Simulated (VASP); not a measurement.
# Te2Pt in VASP: notebook

The runs below take Te2Pt through single point, relaxation of the atoms, with PBE, PBE+D3(BJ), LDA.

Everything below comes from runs of VASP 6.6.1. Logs are shortened: lines on timing, memory, paths and dates and some standing lists are left out, and cuts for length are marked.

### 1 The cell of the first run

The cell holds a slab with vacuum, 12 atoms: a = 4.071 Å, b = 4.071 Å, c = 62.007 Å, α = 90.00°, β = 90.00°, γ = 120.00°.

### 2 Single point, PBE

INCAR reads:

```
SYSTEM = Te2Pt
PREC     = Accurate       ! precision mode
ENCUT    = 400            ! plane-wave cutoff, eV
EDIFF    = 1E-6           ! SCF threshold, eV
ISMEAR   = 0              ! smearing method
SIGMA    = 0.1            ! smearing width, eV
LREAL    = .False.        ! projectors in reciprocal space
LASPH    = .True.         ! aspherical terms in the spheres
NELM     = 120            ! most SCF steps
ALGO     = Normal         ! electronic algorithm
ISIF     = 2              ! what is computed and relaxed
LWAVE    = .False.        ! write WAVECAR
LCHARG   = .True.         ! write CHGCAR
LDIPOL   = .True.       
IDIPOL   = 3            
DIPOL    = 0.5 0.5 0.500
GGA      = PE             ! functional
LELF     = .True.         ! ELF
LVHAR    = .True.       
LVACPOTAV= .True.       
NBANDS   = 56             ! bands
GGA_COMPAT= .False.      
NELMDL   = -8
```

KPOINTS reads:

```
regular mesh
0
Gamma
  12 12 1
  0 0 0
```

POSCAR reads:

```
Te2Pt
1.0
    4.0714145814      0.0000000000      0.0000000000
   -2.0357072907      3.5259484568      0.0000000000
    0.0000000000      0.0000000000     62.0069878368
Te Pt
8 4
Direct
    0.6666666667      0.3333333333      0.3466725358
    0.3333333333      0.6666666667      0.3907950551
    0.6666666667      0.3333333333      0.4339841978
    0.3333333333      0.6666666667      0.4782017632
    0.6666666667      0.3333333333      0.5217982368
    0.3333333333      0.6666666667      0.5660158022
    0.6666666667      0.3333333333      0.6092049449
    0.3333333333      0.6666666667      0.6533274642
    0.0000000000      0.0000000000      0.3689947452
    0.0000000000      0.0000000000      0.4560403954
    0.0000000000      0.0000000000      0.5439596046
    0.0000000000      0.0000000000      0.6310052548
```

Potentials or basis: VASP PAW PBE potentials, release 64 (Te, Pt).

Started as:

```
$ cat potpaw_PBE.64/Te/POTCAR potpaw_PBE.64/Pt/POTCAR > POTCAR
$ mpirun -np 1 vasp_std > vasp.out
```

OUTCAR:

```text
SYSTEM = Te2Pt
   PREC = Accurate
   ENCUT = 400
   EDIFF = 1E-6
   ISMEAR = 0
   LREAL = .False.
   LASPH = .True.
   NELM = 120
   ISIF = 2
   GGA = PE
   NELMDL = -8

 ion  position               nearest neighbor table
   1  0.667  0.333  0.347-   9 2.73   9 2.73   9 2.73   2 3.61   2 3.61   2 3.61
   2  0.333  0.667  0.391-   9 2.71   9 2.71   9 2.71   3 3.56   3 3.56   3 3.56   1 3.61   1 3.61
                             1 3.61
   3  0.667  0.333  0.434-  10 2.72  10 2.72  10 2.72   2 3.56   2 3.56   2 3.56   4 3.61   4 3.61
                             4 3.61
   4  0.333  0.667  0.478-  10 2.72  10 2.72  10 2.72   5 3.58   5 3.58   5 3.58   3 3.61   3 3.61
                             3 3.61
   5  0.667  0.333  0.522-  11 2.72  11 2.72  11 2.72   4 3.58   4 3.58   4 3.58   6 3.61   6 3.61
                             6 3.61
   6  0.333  0.667  0.566-  11 2.72  11 2.72  11 2.72   7 3.56   7 3.56   7 3.56   5 3.61   5 3.61
                             5 3.61
   7  0.667  0.333  0.609-  12 2.71  12 2.71  12 2.71   6 3.56   6 3.56   6 3.56   8 3.61   8 3.61
                             8 3.61
   8  0.333  0.667  0.653-  12 2.73  12 2.73  12 2.73   7 3.61   7 3.61   7 3.61
   9  0.000  0.000  0.369-   2 2.71   2 2.71   2 2.71   1 2.73   1 2.73   1 2.73
  10  0.000  0.000  0.456-   3 2.72   3 2.72   3 2.72   4 2.72   4 2.72   4 2.72
  11  0.000  0.000  0.544-   6 2.72   6 2.72   6 2.72   5 2.72   5 2.72   5 2.72
  12  0.000  0.000  0.631-   7 2.71   7 2.71   7 2.71   8 2.73   8 2.73   8 2.73

  LATTYP: Found a hexagonal cell.
 ALAT       =     4.0714145814
 C/A-ratio  =    15.2298388182

  Lattice vectors:

 A1 = (   4.0714145814,   0.0000000000,   0.0000000000)
 A2 = (  -2.0357072907,   3.5259484568,   0.0000000000)
 A3 = (   0.0000000000,   0.0000000000,  62.0069878368)

Analysis of symmetry for initial positions (statically):
=====================================================================
 Subroutine PRICEL returns:
 Original cell was already a primitive cell.

 Routine SETGRP: Setting up the symmetry group for a
 hexagonal supercell.

 Subroutine GETGRP returns: Found 12 space group operations
 (whereof 12 operations were pure point group operations)
 out of a pool of 24 trial point group operations.

The static configuration has the point symmetry D_3d.

Analysis of symmetry for dynamics (positions and initial velocities):
=====================================================================
 Subroutine PRICEL returns:
 Original cell was already a primitive cell.

 Routine SETGRP: Setting up the symmetry group for a
 hexagonal supercell.

 Subroutine GETGRP returns: Found 12 space group operations
 (whereof 12 operations were pure point group operations)
 out of a pool of 24 trial point group operations.

The dynamic configuration has the point symmetry D_3d.

 Subroutine INISYM returns: Found 12 space group operations
 (whereof 12 operations are pure point group operations),
 and found     1 'primitive' translations

----------------------------------------------------------------------------------------

                                     Primitive cell

  volume of cell :     890.1474

  direct lattice vectors                    reciprocal lattice vectors
     4.071414581  0.000000000  0.000000000     0.245614879  0.141805817  0.000000000
    -2.035707291  3.525948457  0.000000000     0.000000000  0.283611633  0.000000000
     0.000000000  0.000000000 62.006987837     0.000000000  0.000000000  0.016127215

  length of vectors
     4.071414581  4.071414581 62.006987837     0.283611633  0.283611633  0.016127215

  position of ions in fractional coordinates (direct lattice)
     0.666666667  0.333333333  0.346672536
     0.333333333  0.666666667  0.390795055
     0.666666667  0.333333333  0.433984198
     0.333333333  0.666666667  0.478201763
     0.666666667  0.333333333  0.521798237
     0.333333333  0.666666667  0.566015802
     0.666666667  0.333333333  0.609204945
     0.333333333  0.666666667  0.653327464
     0.000000000  0.000000000  0.368994745
     0.000000000  0.000000000  0.456040395
     0.000000000  0.000000000  0.543959605
     0.000000000  0.000000000  0.631005255

  ion indices of the primitive-cell ions
   primitive index   ion index
                 1           1
                 2           2
                 3           3
                 4           4
                 5           5
                 6           6
[... 26 lines left out ...]
     0.000000000  0.000000000  0.000000000

 Subroutine IBZKPT returns following result:
 ===========================================

 Found     19 irreducible k-points:

 Following reciprocal coordinates:
            Coordinates               Weight
  0.000000  0.000000  0.000000      1.000000
  0.083333 -0.000000  0.000000      6.000000
  0.166667  0.000000  0.000000      6.000000
  0.250000 -0.000000  0.000000      6.000000
  0.333333  0.000000  0.000000      6.000000
  0.416667  0.000000  0.000000      6.000000
[... 11 lines left out ...]
  0.333333  0.250000  0.000000     12.000000
  0.333333  0.333333  0.000000      2.000000
   k-points           NKPTS =     19   k-points in BZ     NKDIM =     19   number of bands    NBANDS=     56
   number of dos      NEDOS =    301   number of ions     NIONS =     12
   total plane-waves  NPLWV = 329280
   dimension x,y,z NGX =    28 NGY =   28 NGZ =  420
   dimension x,y,z NGXF=    56 NGYF=   56 NGZF=  840
   ions per type =               8   4
   NGX,Y,Z   is equivalent  to a cutoff of  11.43, 11.43, 11.26 a.u.
   NGXF,Y,Z  is equivalent  to a cutoff of  22.87, 22.87, 22.52 a.u.
 SYSTEM =  Te2Pt
   PREC   = accura    normal or accurate (medium, high low for compatibility)
   ISTART =      0    job   : 0-new  1-cont  2-samecut
   ICHARG =      2    charge: 1-file 2-atom 10-const
   ISPIN  =      1    spin polarized calculation?
   LNONCOLLINEAR =      F non collinear calculations
   LSORBIT =      F    spin-orbit coupling
   LASPH  =      T    aspherical Exc in radial PAW
   ENCUT  =  400.0 eV  29.40 Ry    5.42 a.u.   6.64  6.64101.12*2*pi/ulx,y,z
   NELM   =    120;   NELMIN=  2; NELMDL= -8     # of ELM steps
   EDIFF  = 0.1E-05   stopping-criterion for ELM
   LREAL  =      F    real-space projection
   EDIFFG = 0.1E-04   stopping-criterion for IOM
   NSW    =      0    number of steps for IOM
   IBRION =     -1    ionic relax: 0-MD 1-quasi-New 2-CG
   NFREE  =      0    steps in history (QN), initial steepest desc. (CG)
   ISIF   =      2    stress and relaxation
   ISYM   =      2    0-nonsym 1-usesym 2-fastsym
   POTIM  = 0.5000    time-step for ionic-motion
   TEBEG  =    0.0;   TEEND  =   0.0 temperature during run
   PSTRESS=    0.0 pullay stress
   NELECT =      88.0000    total number of electrons
   NUPDOWN=      -1.0000    fix difference up-down
   EMIN   =  10.00;   EMAX   =-10.00  energy-range for DOS
   EFERMI =   0.00;   METHOD = LEGACY
   ISMEAR =     0;   SIGMA  =   0.10  broadening in eV -4-tet -1-fermi 0-gaus
   EFERMI_NEDOS =   21; number of points for ismear=-14 and -15
   IALGO  =     38    algorithm
   IMIX   =      4    mixing-type and parameters
     AMIX     =   0.40;   BMIX     =  1.00
     AMIX_MAG =   1.60;   BMIX_MAG =  1.00
  volume/ion in A,a.u.               =      74.18       500.58
  Fermi-wavevector in a.u.,A,eV,Ry     =   0.756975  1.430476  7.796298  0.573012
  Thomas-Fermi vector in A             =   1.855217
   LORBIT       =      0    0 simple, 1 ext, 2 COOP (PROOUT), +10 PAW based schemes
   GGA     = PE    functional components
   LHFCALC =     F    Hartree Fock is set to
   AEXX    =    0.0000 exact exchange contribution
   IVDW    =     0    specifies the selected vdW correction
   LEPSILON=     F    determine dielectric tensor
   LRPA    =     F    only Hartree local field effects (RPA)
 non-spin polarized calculation
 Gauss-broadening in eV      SIGMA  =   0.10
  energy-cutoff  :      400.00
  volume of cell :      890.15
 maximum number of plane-waves:     16325
 NGX is ok and might be reduce to    28
   NGX = 13   NGY = 13   NGZ =203

 dipolmoment           0.000000      0.000000      0.000000 electrons x Angstroem

 number of electron      88.0000024 magnetization

 dipolmoment           0.000000      0.000000     -0.000000 electrons x Angstroem

 Free energy of the ion-electron system (eV)
  ---------------------------------------------------
  ext. energy  EPLUGINS =         0.00000000
  ---------------------------------------------------
  free energy    TOTEN  =       -54.15840265 eV

  energy without entropy =      -54.12984137  energy(sigma->0) =      -54.14412201

 E-fermi :  -0.0930     XC(G=0):  -3.8330

 val. band max:       -0.0935465122   @ k =   0.0833   0.0833   0.0000
 cond. band min:      -0.0724132079   @ k =   0.3333   0.1667   0.0000
 fundamental gap:      0.0211333044
 Fermi energy:        -0.0929635332

 k-point     1 :       0.0000    0.0000    0.0000
  band No.  band energies     occupation
      1     -13.6917      2.00000
      2     -13.5432      2.00000
      3     -13.3055      2.00000
      4     -13.1302      2.00000
      5     -11.9687      2.00000
      6     -11.5759      2.00000
[... 1110 lines left out ...]
     55       4.2939      0.00000
     56       5.0368      0.00000

------------------------ aborting loop because EDIFF is reached ----------------------------------------

 vacuum level on the upper side and lower side of the slab       (xc-potential included)        -0.178        -0.178

  FORCE on cell =-STRESS in cart. coord.  units (eV):
  Direction    XX          YY          ZZ          XY          YZ          ZX
  --------------------------------------------------------------------------------------
  -------------------------------------------------------------------------------------
  Total       -0.4211176     -0.4211176     -0.3139006      0.0000000      0.0000000      0.0000000
  in kB       -0.7579700     -0.7579700     -0.5649901      0.0000000      0.0000000      0.0000000
  external PRESSURE =      -0.6936434 kB  Pullay stress =       0.0000000 kB

 VOLUME and BASIS-vectors are now :
 -----------------------------------------------------------------------------
  energy-cutoff  :      400.00
  volume of cell :      890.15
      direct lattice vectors                 reciprocal lattice vectors
     4.071414581  0.000000000  0.000000000     0.245614879  0.141805817  0.000000000
    -2.035707291  3.525948457  0.000000000     0.000000000  0.283611633  0.000000000
     0.000000000  0.000000000 62.006987837     0.000000000  0.000000000  0.016127215

 POSITION                                       TOTAL-FORCE (eV/Angst)
 -----------------------------------------------------------------------------------
      2.03571      1.17532     21.49612        -0.000000      0.000000      0.018857
     -0.00000      2.35063     24.23202         0.000000     -0.000000     -0.012160
      2.03571      1.17532     26.91005        -0.000000      0.000000      0.011250
     -0.00000      2.35063     29.65185        -0.000000      0.000000     -0.011239
      2.03571      1.17532     32.35514         0.000000      0.000000      0.011239
     -0.00000      2.35063     35.09693         0.000000     -0.000000     -0.011250
      2.03571      1.17532     37.77496        -0.000000      0.000000      0.012160
     -0.00000      2.35063     40.51087         0.000000     -0.000000     -0.018857
      0.00000      0.00000     22.88025        -0.000000     -0.000000     -0.000092
      0.00000      0.00000     28.27769        -0.000000      0.000000     -0.001674
      0.00000      0.00000     33.72930        -0.000000      0.000000      0.001674
      0.00000      0.00000     39.12674        -0.000000      0.000000      0.000092
 -----------------------------------------------------------------------------------
    total drift:                                0.000000     -0.000000      0.000000

  FREE ENERGIE OF THE ION-ELECTRON SYSTEM (eV)
  ---------------------------------------------------
  free  energy   TOTEN  =       -54.1584026474 eV

  energy  without entropy=      -54.1298413657  energy(sigma->0) =      -54.14412201

 vacuum level on the upper side and lower side of the slab         4.295         4.295
```

It took 46 min on 1 thread of Intel Xeon Platinum 8259CL at 2.50GHz (Skylake/Cascade Lake), shared host; peak memory 0.98 GiB.

What came out:

```yaml
Free_energy: -54.1584 eV
Largest_force: 0.019 eV/Å
Band_gap_on_the_k_mesh: zero (bands 44 and 45 overlap by 0.91 eV)
Work_function_of_the_upper_face: 4.39 eV
Work_function_of_the_lower_face: 4.39 eV
```

Forces in eV/Å, atoms in the order of the input:
```
Te   0.000  0.000  0.019
Te   0.000  0.000 -0.012
Te   0.000  0.000  0.011
Te   0.000  0.000 -0.011
Te   0.000  0.000  0.011
Te   0.000  0.000 -0.011
Te   0.000  0.000  0.012
Te   0.000  0.000 -0.019
Pt   0.000  0.000  0.000
Pt   0.000  0.000 -0.002
Pt   0.000  0.000  0.002
Pt   0.000  0.000  0.000
```

Caveat: spin-orbit coupling is left out, which moves the levels of the heavy elements.

(Continued in part 2 of 2.)
